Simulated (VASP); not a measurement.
# KIr12 in VASP: a series of runs

Runs on KIr12. Level: PBEsol. Tasks: single point.

Everything below comes from runs of VASP 6.6.1. Logs are shortened: lines on timing, memory, paths and dates and some standing lists are left out, and cuts for length are marked.

### 1 The cell of the first run

The cell holds a slab with vacuum, 13 atoms: a = 5.431 Å, b = 5.431 Å, c = 15.434 Å, α = 90.00°, β = 90.00°, γ = 60.00°.

### 2 Single point, PBEsol

Input file INCAR:

```
SYSTEM = KIr12
  PREC = Accurate
  ENCUT = 520
  EDIFF = 1E-7
  ISMEAR = 0
  SIGMA = 0.1
  LREAL = .False.
  LASPH = .True.
  NELM = 100
  ALGO = Normal
  ISIF = 2
  LWAVE = .False.
  LCHARG = .True.
  GGA = PS
  LELF = .True.
  LVHAR = .True.
  NBANDS = 70
```

Input file KPOINTS:

```
Automatic mesh
0
Gamma
  4 4 1
  0 0 0
```

Input file POSCAR:

```
KIr12
1.0
    5.4305800000      0.0000000000      0.0000000000
    2.7152900000      4.7030200000      0.0000000000
    0.0000000000      0.0000000000     15.4340500000
Ir K
12 1
Direct
    0.1666667000      0.1666667000      0.0647918000
    0.6666667000      0.1666667000      0.0647918000
    0.1666667000      0.6666667000      0.0647918000
    0.6666667000      0.6666667000      0.0647918000
   -0.1667512340      0.3332705421      0.2057539657
    0.3336341181      0.3323252761      0.2043563354
   -0.1676973002      0.8336640843      0.2043718664
    0.3336799415      0.8337239930      0.2043004810
    0.0016492533     -0.0039088328      0.3443662181
    0.4997821777     -0.0001776089      0.3455555996
    0.0016022821      0.5016127612      0.3444557270
    0.4960091352      0.5017090807      0.3443220305
    0.8322028853      0.3334517612      0.5265230124
```

Potentials or basis: VASP PAW PBE potentials, release 64 (Ir, K_sv).

Started as:

```console
> cat potpaw_PBE.64/Ir/POTCAR potpaw_PBE.64/K_sv/POTCAR > POTCAR
> mpirun -np 1 vasp_std > vasp.out
```

OUTCAR:

```text
SYSTEM = KIr12
   PREC = Accurate
   ENCUT = 520
   EDIFF = 1E-7
   ISMEAR = 0
   LREAL = .False.
   LASPH = .True.
   NELM = 100
   ISIF = 2
   GGA = PS

 ion  position               nearest neighbor table
   1  0.167  0.167  0.065-   6 2.66   8 2.66   5 2.68   3 2.72   3 2.72   4 2.72   4 2.72   2 2.72
                             2 2.72
   2  0.667  0.167  0.065-   6 2.66   7 2.66   5 2.68   4 2.72   3 2.72   4 2.72   3 2.72   1 2.72
                             1 2.72
   3  0.167  0.667  0.065-   8 2.67   6 2.67   7 2.67   1 2.72   1 2.72   2 2.72   2 2.72   4 2.72
                             4 2.72
   4  0.667  0.667  0.065-   7 2.66   8 2.66   5 2.68   2 2.72   1 2.72   2 2.72   1 2.72   3 2.72
                             3 2.72
   5  0.833  0.333  0.206-  12 2.66  11 2.66   9 2.66   2 2.68   4 2.68   1 2.68   6 2.71   7 2.71
                             8 2.72   8 2.72   7 2.72   6 2.72
   6  0.334  0.332  0.204-   1 2.66   2 2.66  12 2.66   3 2.67  11 2.67  10 2.68   8 2.71   7 2.71
                             5 2.71   5 2.72   7 2.72   8 2.72
   7  0.832  0.834  0.204-   4 2.66   2 2.66   9 2.67  11 2.67   3 2.67  10 2.68   8 2.71   6 2.71
                             5 2.71   5 2.72   6 2.72   8 2.72
   8  0.334  0.834  0.204-   1 2.66   4 2.66   3 2.67  12 2.67   9 2.67  10 2.68   6 2.71   7 2.71
                             5 2.72   5 2.72   7 2.72   6 2.72
   9  0.002  0.996  0.344-   5 2.66   7 2.67   8 2.67  12 2.68  11 2.69  10 2.72  10 2.72  11 2.75
                            12 2.75  13 3.23
  10  0.500  1.000  0.346-   7 2.68   8 2.68   6 2.68  11 2.72   9 2.72  12 2.72  12 2.72   9 2.72
                            11 2.72
  11  0.002  0.502  0.344-   5 2.66   7 2.67   6 2.67  12 2.69   9 2.69  10 2.72  10 2.72   9 2.75
                            12 2.75  13 3.23
  12  0.496  0.502  0.344-   5 2.66   6 2.66   8 2.67   9 2.68  11 2.69  10 2.72  10 2.72  11 2.75
                             9 2.75  13 3.23
  13  0.832  0.333  0.527-  12 3.23  11 3.23   9 3.23

  LATTYP: Found a hexagonal cell.
 ALAT       =     5.4305797945
 C/A-ratio  =     2.8420630180

  Lattice vectors:

 A1 = (  -2.7152900000,  -4.7030200000,   0.0000000000)
 A2 = (   5.4305800000,   0.0000000000,   0.0000000000)
 A3 = (   0.0000000000,   0.0000000000,  15.4340500000)

Analysis of symmetry for initial positions (statically):
=====================================================================
 Subroutine PRICEL returns:
 Original cell was already a primitive cell.

 Routine SETGRP: Setting up the symmetry group for a
 hexagonal supercell.

 Subroutine GETGRP returns: Found  1 space group operations
 (whereof  1 operations were pure point group operations)
 out of a pool of 24 trial point group operations.

The static configuration has the point symmetry C_1 .

Analysis of symmetry for dynamics (positions and initial velocities):
=====================================================================
 Subroutine PRICEL returns:
 Original cell was already a primitive cell.

 Routine SETGRP: Setting up the symmetry group for a
 hexagonal supercell.

 Subroutine GETGRP returns: Found  1 space group operations
 (whereof  1 operations were pure point group operations)
 out of a pool of 24 trial point group operations.

The dynamic configuration has the point symmetry C_1 .

 Subroutine INISYM returns: Found  1 space group operations
 (whereof  1 operations are pure point group operations),
 and found     1 'primitive' translations

----------------------------------------------------------------------------------------

                                     Primitive cell

  volume of cell :     394.1876

  direct lattice vectors                    reciprocal lattice vectors
     5.430580000  0.000000000  0.000000000     0.184142394 -0.106314666  0.000000000
     2.715290000  4.703020000  0.000000000     0.000000000  0.212629332  0.000000000
     0.000000000  0.000000000 15.434050000     0.000000000  0.000000000  0.064791808

  length of vectors
     5.430580000  5.430579795 15.434050000     0.212629324  0.212629332  0.064791808

  position of ions in fractional coordinates (direct lattice)
     0.166666700  0.166666700  0.064791800
     0.666666700  0.166666700  0.064791800
     0.166666700  0.666666700  0.064791800
     0.666666700  0.666666700  0.064791800
     0.833248766  0.333270542  0.205753966
     0.333634118  0.332325276  0.204356335
     0.832302700  0.833664084  0.204371866
[... 37 lines left out ...]

  Length of vectors
     0.053157331  0.053157333  0.064791808

  Shift w.r.t. Gamma in fractional coordinates (k-lattice)
     0.000000000  0.000000000  0.000000000

 Subroutine IBZKPT returns following result:
 ===========================================

 Found     10 irreducible k-points:

 Following reciprocal coordinates:
            Coordinates               Weight
  0.000000  0.000000  0.000000      1.000000
  0.250000  0.000000  0.000000      2.000000
  0.250000  0.250000  0.000000      2.000000
  0.000000  0.250000  0.000000      2.000000
  0.500000  0.000000  0.000000      1.000000
  0.500000  0.500000  0.000000      1.000000
  0.000000  0.500000  0.000000      1.000000
  0.500000  0.250000  0.000000      2.000000
  0.250000  0.500000  0.000000      2.000000
 -0.250000  0.250000  0.000000      2.000000
   k-points           NKPTS =     10   k-points in BZ     NKDIM =     10   number of bands    NBANDS=     70
   number of dos      NEDOS =    301   number of ions     NIONS =     13
   total plane-waves  NPLWV = 192000
   dimension x,y,z NGX =    40 NGY =   40 NGZ =  120
   dimension x,y,z NGXF=    80 NGYF=   80 NGZF=  240
   ions per type =              12   1
   NGX,Y,Z   is equivalent  to a cutoff of  12.25, 12.25, 12.93 a.u.
   NGXF,Y,Z  is equivalent  to a cutoff of  24.49, 24.49, 25.85 a.u.
 SYSTEM =  KIr12
   PREC   = accura    normal or accurate (medium, high low for compatibility)
   ISTART =      0    job   : 0-new  1-cont  2-samecut
   ICHARG =      2    charge: 1-file 2-atom 10-const
   ISPIN  =      1    spin polarized calculation?
   LNONCOLLINEAR =      F non collinear calculations
   LSORBIT =      F    spin-orbit coupling
   LASPH  =      T    aspherical Exc in radial PAW
   ENCUT  =  520.0 eV  38.22 Ry    6.18 a.u.  10.10 10.10 28.70*2*pi/ulx,y,z
   NELM   =    100;   NELMIN=  2; NELMDL= -5     # of ELM steps
   EDIFF  = 0.1E-06   stopping-criterion for ELM
   LREAL  =      F    real-space projection
   EDIFFG = 0.1E-05   stopping-criterion for IOM
   NSW    =      0    number of steps for IOM
   IBRION =     -1    ionic relax: 0-MD 1-quasi-New 2-CG
   NFREE  =      0    steps in history (QN), initial steepest desc. (CG)
   ISIF   =      2    stress and relaxation
   ISYM   =      2    0-nonsym 1-usesym 2-fastsym
   POTIM  = 0.5000    time-step for ionic-motion
   TEBEG  =    0.0;   TEEND  =   0.0 temperature during run
   PSTRESS=    0.0 pullay stress
   NELECT =     117.0000    total number of electrons
   NUPDOWN=      -1.0000    fix difference up-down
   EMIN   =  10.00;   EMAX   =-10.00  energy-range for DOS
   EFERMI =   0.00;   METHOD = LEGACY
   ISMEAR =     0;   SIGMA  =   0.10  broadening in eV -4-tet -1-fermi 0-gaus
   EFERMI_NEDOS =   21; number of points for ismear=-14 and -15
   IALGO  =     38    algorithm
   IMIX   =      4    mixing-type and parameters
     AMIX     =   0.40;   BMIX     =  1.00
     AMIX_MAG =   1.60;   BMIX_MAG =  1.00
  volume/ion in A,a.u.               =      30.32       204.62
  Fermi-wavevector in a.u.,A,eV,Ry     =   1.092033  2.063643 16.225441  1.192536
  Thomas-Fermi vector in A             =   2.228290
   LORBIT       =      0    0 simple, 1 ext, 2 COOP (PROOUT), +10 PAW based schemes
   GGA     = PS    functional components
   LHFCALC =     F    Hartree Fock is set to
   AEXX    =    0.0000 exact exchange contribution
   IVDW    =     0    specifies the selected vdW correction
   LEPSILON=     F    determine dielectric tensor
   LRPA    =     F    only Hartree local field effects (RPA)
 non-spin polarized calculation
 Gauss-broadening in eV      SIGMA  =   0.10
  energy-cutoff  :      520.00
  volume of cell :      394.19
 maximum number of plane-waves:     10640
   NGX = 21   NGY = 21   NGZ = 57

 number of electron     117.0000005 magnetization

 Free energy of the ion-electron system (eV)
  ---------------------------------------------------
  ext. energy  EPLUGINS =         0.00000000
  ---------------------------------------------------
  free energy    TOTEN  =      -111.99897579 eV

  energy without entropy =     -111.89471666  energy(sigma->0) =     -111.94684622

 E-fermi :   2.9066     XC(G=0):  -7.9096

 val. band max:        2.9012353997   @ k =   0.2500   0.2500   0.0000
 cond. band min:       2.9214201331   @ k =   0.2500   0.0000   0.0000
 fundamental gap:      0.0201847334
 Fermi energy:         2.9066016633

 k-point     1 :       0.0000    0.0000    0.0000
  band No.  band energies     occupation
      1     -28.5489      2.00000
      2     -12.1327      2.00000
      3     -12.1150      2.00000
      4     -12.1149      2.00000
      5      -7.4889      2.00000
      6      -5.4388      2.00000
[... 719 lines left out ...]
     69       3.6931      0.00000
     70       3.7275      0.00000

------------------------ aborting loop because EDIFF is reached ----------------------------------------

  FORCE on cell =-STRESS in cart. coord.  units (eV):
  Direction    XX          YY          ZZ          XY          YZ          ZX
  --------------------------------------------------------------------------------------
  -------------------------------------------------------------------------------------
  Total      -14.8934348    -14.9115676      0.2307516      0.0155114      0.0240863      0.0491990
  in kB      -60.5344369    -60.6081377      0.9378908      0.0630461      0.0978990      0.1999697
  external PRESSURE =     -40.0682279 kB  Pullay stress =       0.0000000 kB

 VOLUME and BASIS-vectors are now :
 -----------------------------------------------------------------------------
  energy-cutoff  :      520.00
  volume of cell :      394.19
      direct lattice vectors                 reciprocal lattice vectors
     5.430580000  0.000000000  0.000000000     0.184142394 -0.106314666  0.000000000
     2.715290000  4.703020000  0.000000000     0.000000000  0.212629332  0.000000000
     0.000000000  0.000000000 15.434050000     0.000000000  0.000000000  0.064791808

 POSITION                                       TOTAL-FORCE (eV/Angst)
 -----------------------------------------------------------------------------------
      1.35765      0.78384      1.00000        -0.064844      0.036947     -0.046710
      4.07294      0.78384      1.00000         0.059740      0.033965     -0.040498
      2.71529      3.13535      1.00000        -0.005488     -0.001947     -0.111180
      5.43058      3.13535      1.00000         0.000048     -0.073883     -0.045061
      5.42995      1.56738      3.17562        -0.004094     -0.002681     -0.005222
      2.71419      1.56293      3.15405         0.002482      0.004363      0.001738
      6.78353      3.92074      3.15429         0.005344     -0.000060      0.002010
      4.07588      3.92102      3.15318        -0.006139     -0.003494      0.009137
      2.71363      4.68464      5.31497         0.004440      0.015835      0.055807
      5.42891      4.70218      5.33332        -0.000334      0.000149      0.061465
      1.37073      2.35909      5.31635        -0.007137     -0.003870      0.042398
      4.05590      2.35955      5.31428         0.016424     -0.004872      0.061373
      5.42476      1.56823      8.12638        -0.000443     -0.000452      0.014743
 -----------------------------------------------------------------------------------
    total drift:                                0.000032     -0.000022      0.000538

  FREE ENERGIE OF THE ION-ELECTRON SYSTEM (eV)
  ---------------------------------------------------
  free  energy   TOTEN  =      -111.9989757876 eV

  energy  without entropy=     -111.8947166603  energy(sigma->0) =     -111.94684622
```

Wall time 21 min (1 thread of Intel Xeon Platinum 8488C (Sapphire Rapids), shared host); peak memory 0.57 GiB.

What came out:

| Quantity | Value |
| --- | --- |
| Free energy | -111.9990 eV |
| Largest force | 0.111 eV/Å |
| Band gap on the k mesh | zero (an odd number of electrons rules out a gap without spin polarisation) |

Forces on the atoms (eV/Å):
```
Ir  -0.065  0.037 -0.047
Ir   0.060  0.034 -0.040
Ir  -0.005 -0.002 -0.111
Ir   0.000 -0.074 -0.045
Ir  -0.004 -0.003 -0.005
Ir   0.002  0.004  0.002
Ir   0.005  0.000  0.002
Ir  -0.006 -0.003  0.009
Ir   0.004  0.016  0.056
Ir   0.000  0.000  0.061
Ir  -0.007 -0.004  0.042
Ir   0.016 -0.005  0.061
K    0.000  0.000  0.015
```

Caveat: there is no dipole correction, which matters where the two faces differ; the PAW data sets were made with another functional, which shifts forces and pressure a little; spin-orbit coupling is left out, which moves the levels of the heavy elements.

### 3 Single point, PBEsol

Input file INCAR:

```
ALGO = Normal ; EDIFF = 1E-7
ENCUT = 520 ; GGA = PS
ISIF = 2 ; ISMEAR = 0
LASPH = True ; LCHARG = True
LELF = True ; LREAL = False
LVHAR = True ; LWAVE = False
NBANDS = 70 ; NELM = 60
PREC = Accurate ; SIGMA = 0.1
```

Input file KPOINTS:

```
k-points
0
Gamma
  4 4 1
```

Input file POSCAR:

```
KIr12
1.0
    5.4305800000      0.0000000000      0.0000000000
    2.7152900000      4.7030200000      0.0000000000
    0.0000000000      0.0000000000     15.4340500000
Ir K
12 1
Direct
    0.1666666312      0.1666667375      0.0647918077
    0.6666666312      0.1666667375      0.0647918077
    0.1666666312      0.6666667375      0.0647918077
    0.6666666312      0.6666667375      0.0647918077
   -0.1667512781      0.3332705368      0.2057539661
    0.3336341134      0.3323251868      0.2043563420
   -0.1676973420      0.8336641137      0.2043718920
    0.3336798935      0.8337240752      0.2043004914
    0.0016492586     -0.0039087650      0.3443661903
    0.4997821757     -0.0001775455      0.3455555736
    0.0016021858      0.5016127935      0.3444557326
    0.4960091295      0.5017091146      0.3443220023
    0.8322029952      0.3334516970      0.5265229800
```

Potentials or basis: VASP PAW PBE potentials, release 64 (Ir, K_sv).

Started as:

```console
> cat potpaw_PBE.64/Ir/POTCAR potpaw_PBE.64/K_sv/POTCAR > POTCAR
> mpirun -np 1 vasp_std > vasp.out
```

Wall time 19 min (1 thread of Intel Xeon Platinum 8488C (Sapphire Rapids), shared host); peak memory 0.57 GiB.

The run converged. Its results:

| Item | Value |
| --- | --- |
| Free energy | -111.9990 eV |
| Largest force | 0.111 eV/Å |
| Band gap on the k mesh | zero (an odd number of electrons rules out a gap without spin polarisation) |

Forces in eV/Å, atoms in the order of the input:
```
Ir  -0.065  0.037 -0.047
Ir   0.060  0.034 -0.040
Ir  -0.005 -0.002 -0.111
Ir   0.000 -0.074 -0.045
Ir  -0.004 -0.003 -0.005
Ir   0.002  0.004  0.002
Ir   0.005  0.000  0.002
Ir  -0.006 -0.004  0.009
Ir   0.004  0.016  0.056
Ir   0.000  0.000  0.061
Ir  -0.007 -0.004  0.042
Ir   0.016 -0.005  0.061
K    0.000  0.000  0.015
```

Levels at points of the mesh, in eV from the Fermi level:
| k point | band 55 | band 56 | band 57 | band 58 | band 59 | band 60 | band 61 | band 62 | band 63 | band 64 |
| --- | --- | --- | --- | --- | --- | --- | --- | --- | --- | --- |
| (0.00, 0.00, 0.00) | 0.51 | 0.51 | 0.54 | 0.69 | 0.69 | 0.72 | 0.77 | 0.77 | 0.96 | 0.96 |
| (0.50, 0.00, 0.00) | -1.04 | -0.99 | -0.75 | -0.69 | -0.55 | -0.52 | -0.34 | -0.34 | 0.33 | 0.33 |
| (0.50, 0.50, 0.00) | -1.04 | -0.99 | -0.75 | -0.69 | -0.55 | -0.52 | -0.34 | -0.33 | 0.33 | 0.33 |
| (0.00, 0.50, 0.00) | -1.04 | -0.99 | -0.75 | -0.69 | -0.55 | -0.52 | -0.34 | -0.34 | 0.33 | 0.33 |

Caveat: there is no dipole correction, which matters where the two faces differ; the PAW data sets were made with another functional, which shifts forces and pressure a little; spin-orbit coupling is left out, which moves the levels of the heavy elements.

The gap in the log of VASP goes by the Fermi energy; the results here count the filled bands.